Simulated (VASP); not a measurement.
# HfZrS3 (Pm-3m) in VASP: a series of runs

The runs below take HfZrS3 through single point, relaxation of cell and atoms, with PBE.

Program: VASP 6.6.1. These are calculated values, not measurements. Logs are shortened: lines on timing, memory, paths and dates and some standing lists are left out, and cuts for length are marked.

**1. The cell of the first run**

Symmetry: Pm-3m, No. 221, cubic system. Conventional cell: a = 4.748 Å, b = 4.748 Å, c = 4.748 Å, α = 90.00°, β = 90.00°, γ = 90.00°. Within 4.4 Å of Zr (site symmetry m-3m) lie 12 S at 3.36 Å and 8 Hf at 4.11 Å. Hf (site symmetry m-3m) has 6 S at 2.37 Å within 3.1 Å. Within 3.1 Å of S (site symmetry 4/mmm) lie 2 Hf at 2.37 Å.

The cell was built from a structure type or drawn by symmetry, and may not be a known phase.

**2. Single point, PBE**

INCAR

```
SYSTEM = HfZrS3
PREC = Accurate
ENCUT = 520
EDIFF = 1E-6
ISMEAR = 0
SIGMA = 0.1
LREAL = .False.
LASPH = .True.
NELM = 60
ALGO = Normal
ISIF = 2
LWAVE = .False.
LCHARG = .False.
GGA = PE
NBANDS = 28
```

KPOINTS

```
Automatic mesh
0
Gamma
  4 4 4
  0 0 0
```

POSCAR

```
HfZrS3
1.0
    4.7480088300      0.0000000000      0.0000000000
    0.0000000000      4.7480088300      0.0000000000
    0.0000000000      0.0000000000      4.7480088300
Zr Hf S
1 1 3
Direct
    0.5000000000      0.5000000000      0.5000000000
    0.0000000000      0.0000000000      0.0000000000
    0.5000000000      0.0000000000      0.0000000000
    0.0000000000      0.5000000000      0.0000000000
    0.0000000000      0.0000000000      0.5000000000
```

Potentials or basis: VASP PAW PBE potentials, release 64 (Zr_sv, Hf_pv, S).

Started as:

```sh
$ cat potpaw_PBE.64/Zr_sv/POTCAR potpaw_PBE.64/Hf_pv/POTCAR potpaw_PBE.64/S/POTCAR > POTCAR
$ mpirun -np 1 vasp_std > vasp.out
```

OUTCAR:

```text
SYSTEM = HfZrS3
   PREC = Accurate
   ENCUT = 520
   EDIFF = 1E-6
   ISMEAR = 0
   LREAL = .False.
   LASPH = .True.
   NELM = 60
   ISIF = 2
   GGA = PE

 ion  position               nearest neighbor table
   1  0.500  0.500  0.500-
   2  0.000  0.000  0.000-   3 2.37   4 2.37   5 2.37   5 2.37   4 2.37   3 2.37
   3  0.500  0.000  0.000-   2 2.37   2 2.37
   4  0.000  0.500  0.000-   2 2.37   2 2.37
   5  0.000  0.000  0.500-   2 2.37   2 2.37

  LATTYP: Found a simple cubic cell.
 ALAT       =     4.7480088300

  Lattice vectors:

 A1 = (   4.7480088300,   0.0000000000,   0.0000000000)
 A2 = (   0.0000000000,   4.7480088300,   0.0000000000)
 A3 = (   0.0000000000,   0.0000000000,   4.7480088300)

Analysis of symmetry for initial positions (statically):
=====================================================================
 Subroutine PRICEL returns:
 Original cell was already a primitive cell.

 Routine SETGRP: Setting up the symmetry group for a
 simple cubic supercell.

 Subroutine GETGRP returns: Found 48 space group operations
 (whereof 48 operations were pure point group operations)
 out of a pool of 48 trial point group operations.

The static configuration has the point symmetry O_h .

Analysis of symmetry for dynamics (positions and initial velocities):
=====================================================================
 Subroutine PRICEL returns:
 Original cell was already a primitive cell.

 Routine SETGRP: Setting up the symmetry group for a
 simple cubic supercell.

 Subroutine GETGRP returns: Found 48 space group operations
 (whereof 48 operations were pure point group operations)
 out of a pool of 48 trial point group operations.

The dynamic configuration has the point symmetry O_h .

 Subroutine INISYM returns: Found 48 space group operations
 (whereof 48 operations are pure point group operations),
 and found     1 'primitive' translations

----------------------------------------------------------------------------------------

                                     Primitive cell

  volume of cell :     107.0372

  direct lattice vectors                    reciprocal lattice vectors
     4.748008830  0.000000000  0.000000000     0.210614604  0.000000000  0.000000000
     0.000000000  4.748008830  0.000000000     0.000000000  0.210614604  0.000000000
     0.000000000  0.000000000  4.748008830     0.000000000  0.000000000  0.210614604

  length of vectors
     4.748008830  4.748008830  4.748008830     0.210614604  0.210614604  0.210614604

  position of ions in fractional coordinates (direct lattice)
     0.500000000  0.500000000  0.500000000
     0.000000000  0.000000000  0.000000000
     0.500000000  0.000000000  0.000000000
     0.000000000  0.500000000  0.000000000
     0.000000000  0.000000000  0.500000000

  ion indices of the primitive-cell ions
   primitive index   ion index
                 1           1
                 2           2
                 3           3
                 4           4
                 5           5

----------------------------------------------------------------------------------------

 KPOINTS: Automatic mesh

Automatic generation of k-mesh.
 Grid dimensions read from file:
 generate k-points for:    4    4    4

 Generating k-lattice:

  Cartesian coordinates                     Fractional coordinates (reciprocal lattice)
     0.052653651  0.000000000  0.000000000     0.250000000  0.000000000  0.000000000
     0.000000000  0.052653651  0.000000000     0.000000000  0.250000000  0.000000000
     0.000000000  0.000000000  0.052653651     0.000000000  0.000000000  0.250000000

  Length of vectors
     0.052653651  0.052653651  0.052653651

  Shift w.r.t. Gamma in fractional coordinates (k-lattice)
     0.000000000  0.000000000  0.000000000

 Subroutine IBZKPT returns following result:
 ===========================================

 Found     10 irreducible k-points:

 Following reciprocal coordinates:
            Coordinates               Weight
  0.000000  0.000000  0.000000      1.000000
  0.250000  0.000000  0.000000      6.000000
  0.500000  0.000000  0.000000      3.000000
  0.250000  0.250000  0.000000     12.000000
  0.500000  0.250000  0.000000     12.000000
  0.500000  0.500000  0.000000      3.000000
  0.250000  0.250000  0.250000      8.000000
  0.500000  0.250000  0.250000     12.000000
  0.500000  0.500000  0.250000      6.000000
  0.500000  0.500000  0.500000      1.000000
   k-points           NKPTS =     10   k-points in BZ     NKDIM =     10   number of bands    NBANDS=     28
   number of dos      NEDOS =    301   number of ions     NIONS =      5
   total plane-waves  NPLWV =  46656
   dimension x,y,z NGX =    36 NGY =   36 NGZ =   36
   dimension x,y,z NGXF=    72 NGYF=   72 NGZF=   72
   ions per type =               1   1   3
   NGX,Y,Z   is equivalent  to a cutoff of  12.60, 12.60, 12.60 a.u.
   NGXF,Y,Z  is equivalent  to a cutoff of  25.21, 25.21, 25.21 a.u.
 SYSTEM =  HfZrS3
   PREC   = accura    normal or accurate (medium, high low for compatibility)
   ISTART =      0    job   : 0-new  1-cont  2-samecut
   ICHARG =      2    charge: 1-file 2-atom 10-const
   ISPIN  =      1    spin polarized calculation?
   LNONCOLLINEAR =      F non collinear calculations
   LSORBIT =      F    spin-orbit coupling
   LASPH  =      T    aspherical Exc in radial PAW
   ENCUT  =  520.0 eV  38.22 Ry    6.18 a.u.   8.83  8.83  8.83*2*pi/ulx,y,z
   NELM   =     60;   NELMIN=  2; NELMDL= -5     # of ELM steps
   EDIFF  = 0.1E-05   stopping-criterion for ELM
   LREAL  =      F    real-space projection
   EDIFFG = 0.1E-04   stopping-criterion for IOM
   NSW    =      0    number of steps for IOM
   IBRION =     -1    ionic relax: 0-MD 1-quasi-New 2-CG
   NFREE  =      0    steps in history (QN), initial steepest desc. (CG)
   ISIF   =      2    stress and relaxation
   ISYM   =      2    0-nonsym 1-usesym 2-fastsym
   POTIM  = 0.5000    time-step for ionic-motion
   TEBEG  =    0.0;   TEEND  =   0.0 temperature during run
   PSTRESS=    0.0 pullay stress
   NELECT =      40.0000    total number of electrons
   NUPDOWN=      -1.0000    fix difference up-down
   EMIN   =  10.00;   EMAX   =-10.00  energy-range for DOS
   EFERMI =   0.00;   METHOD = LEGACY
   ISMEAR =     0;   SIGMA  =   0.10  broadening in eV -4-tet -1-fermi 0-gaus
   EFERMI_NEDOS =   21; number of points for ismear=-14 and -15
   IALGO  =     38    algorithm
   IMIX   =      4    mixing-type and parameters
     AMIX     =   0.40;   BMIX     =  1.00
     AMIX_MAG =   1.60;   BMIX_MAG =  1.00
  volume/ion in A,a.u.               =      21.41       144.46
  Fermi-wavevector in a.u.,A,eV,Ry     =   1.179189  2.228344 18.918711  1.390486
  Thomas-Fermi vector in A             =   2.315504
   LORBIT       =      0    0 simple, 1 ext, 2 COOP (PROOUT), +10 PAW based schemes
   GGA     = PE    functional components
   LHFCALC =     F    Hartree Fock is set to
   AEXX    =    0.0000 exact exchange contribution
   IVDW    =     0    specifies the selected vdW correction
   LEPSILON=     F    determine dielectric tensor
   LRPA    =     F    only Hartree local field effects (RPA)
 non-spin polarized calculation
 Gauss-broadening in eV      SIGMA  =   0.10
  energy-cutoff  :      520.00
  volume of cell :      107.04
 maximum number of plane-waves:      2897
 NGX is ok and might be reduce to    36
   NGX = 17   NGY = 17   NGZ = 17

 number of electron      40.0000009 magnetization

 Free energy of the ion-electron system (eV)
  ---------------------------------------------------
  ext. energy  EPLUGINS =         0.00000000
  ---------------------------------------------------
  free energy    TOTEN  =       -33.62197027 eV

  energy without entropy =      -33.59877733  energy(sigma->0) =      -33.61037380

 E-fermi :   6.6166     XC(G=0): -10.1964

 val. band max:        6.5943582579   @ k =   0.2500   0.2500   0.0000
 cond. band min:       6.6484457158   @ k =   0.2500   0.2500   0.2500
 fundamental gap:      0.0540874580
 Fermi energy:         6.6165780135

 k-point     1 :       0.0000    0.0000    0.0000
  band No.  band energies     occupation
      1     -44.4546      2.00000
      2     -24.6552      2.00000
      3     -24.6552      2.00000
      4     -24.6552      2.00000
      5     -22.3846      2.00000
      6     -22.3846      2.00000
[... 20 lines left out ...]
     27       7.5278      0.00000
     28       7.5278      0.00000

 k-point     2 :       0.2500    0.0000    0.0000
  band No.  band energies     occupation
      1     -44.4545      2.00000
      2     -24.6684      2.00000
      3     -24.6547      2.00000
      4     -24.6547      2.00000
      5     -22.3881      2.00000
      6     -22.3844      2.00000
[... 20 lines left out ...]
     27       8.3521      0.00000
     28       8.3521      0.00000

 k-point     3 :       0.5000    0.0000    0.0000
  band No.  band energies     occupation
      1     -44.4545      2.00000
      2     -24.6816      2.00000
      3     -24.6544      2.00000
      4     -24.6544      2.00000
      5     -22.3915      2.00000
      6     -22.3843      2.00000
[... 20 lines left out ...]
     27       9.5099      0.00000
     28       9.6457      0.00000

 k-point     4 :       0.2500    0.2500    0.0000
  band No.  band energies     occupation
      1     -44.4545      2.00000
      2     -24.6681      2.00000
      3     -24.6680      2.00000
      4     -24.6544      2.00000
      5     -22.3878      2.00000
      6     -22.3874      2.00000
[... 20 lines left out ...]
     27       8.3007      0.00000
     28       9.5074      0.00000

 k-point     5 :       0.5000    0.2500    0.0000
  band No.  band energies     occupation
      1     -44.4544      2.00000
      2     -24.6813      2.00000
      3     -24.6678      2.00000
      4     -24.6540      2.00000
      5     -22.3908      2.00000
      6     -22.3872      2.00000
[... 20 lines left out ...]
     27       9.5521      0.00000
     28      10.0958      0.00000

 k-point     6 :       0.5000    0.5000    0.0000
  band No.  band energies     occupation
      1     -44.4543      2.00000
      2     -24.6811      2.00000
      3     -24.6811      2.00000
      4     -24.6537      2.00000
      5     -22.3900      2.00000
      6     -22.3900      2.00000
[... 20 lines left out ...]
     27       9.6412      0.00000
     28      10.2557      0.00000

 k-point     7 :       0.2500    0.2500    0.2500
  band No.  band energies     occupation
      1     -44.4544      2.00000
      2     -24.6678      2.00000
      3     -24.6677      2.00000
      4     -24.6677      2.00000
      5     -22.3874      2.00000
      6     -22.3871      2.00000
[... 20 lines left out ...]
     27       8.8538      0.00000
     28       9.5814      0.00000

 k-point     8 :       0.5000    0.2500    0.2500
  band No.  band energies     occupation
      1     -44.4543      2.00000
      2     -24.6810      2.00000
      3     -24.6674      2.00000
      4     -24.6672      2.00000
      5     -22.3903      2.00000
      6     -22.3870      2.00000
[... 20 lines left out ...]
     27       9.6315      0.00000
     28       9.9051      0.00000

 k-point     9 :       0.5000    0.5000    0.2500
  band No.  band energies     occupation
      1     -44.4543      2.00000
      2     -24.6806      2.00000
      3     -24.6806      2.00000
      4     -24.6669      2.00000
      5     -22.3898      2.00000
      6     -22.3898      2.00000
[... 20 lines left out ...]
     27       9.5314      0.00000
     28      10.4348      0.00000

 k-point    10 :       0.5000    0.5000    0.5000
  band No.  band energies     occupation
      1     -44.4542      2.00000
      2     -24.6801      2.00000
      3     -24.6801      2.00000
      4     -24.6801      2.00000
      5     -22.3896      2.00000
      6     -22.3896      2.00000
[... 20 lines left out ...]
     27      10.2915      0.00000
     28      10.2915      0.00000

------------------------ aborting loop because EDIFF is reached ----------------------------------------

  FORCE on cell =-STRESS in cart. coord.  units (eV):
  Direction    XX          YY          ZZ          XY          YZ          ZX
  --------------------------------------------------------------------------------------
  -------------------------------------------------------------------------------------
  Total        3.1902223      3.1902223      3.1902223      0.0000000      0.0000000     -0.0000000
  in kB       47.7525955     47.7525955     47.7525955      0.0000000      0.0000000     -0.0000000
  external PRESSURE =      47.7525955 kB  Pullay stress =       0.0000000 kB

 VOLUME and BASIS-vectors are now :
 -----------------------------------------------------------------------------
  energy-cutoff  :      520.00
  volume of cell :      107.04
      direct lattice vectors                 reciprocal lattice vectors
     4.748008830  0.000000000  0.000000000     0.210614604  0.000000000  0.000000000
     0.000000000  4.748008830  0.000000000     0.000000000  0.210614604  0.000000000
     0.000000000  0.000000000  4.748008830     0.000000000  0.000000000  0.210614604

 POSITION                                       TOTAL-FORCE (eV/Angst)
 -----------------------------------------------------------------------------------
      2.37400      2.37400      2.37400         0.000000      0.000000      0.000000
      0.00000      0.00000      0.00000         0.000000      0.000000      0.000000
      2.37400      0.00000      0.00000         0.000000      0.000000      0.000000
      0.00000      2.37400      0.00000         0.000000      0.000000      0.000000
      0.00000      0.00000      2.37400         0.000000      0.000000      0.000000
 -----------------------------------------------------------------------------------
    total drift:                                0.000000      0.000000      0.000000

  FREE ENERGIE OF THE ION-ELECTRON SYSTEM (eV)
  ---------------------------------------------------
  free  energy   TOTEN  =       -33.6219702671 eV

  energy  without entropy=      -33.5987773349  energy(sigma->0) =      -33.61037380
```

Run time: 37 s. Hardware: 1 thread of Intel Xeon 8259CL, shared host; peak memory 0.22 GiB.

Results:

```
Free energy            : -33.6220 eV
Pressure               : 4.8 GPa
Band gap on the k mesh : zero (bands 20 and 21 overlap by 1.29 eV)
```

Caveat: the cell stands under pressure; spin-orbit coupling is left out, which moves the levels of the heavy elements.

(Part 1 of 2 ends here.)
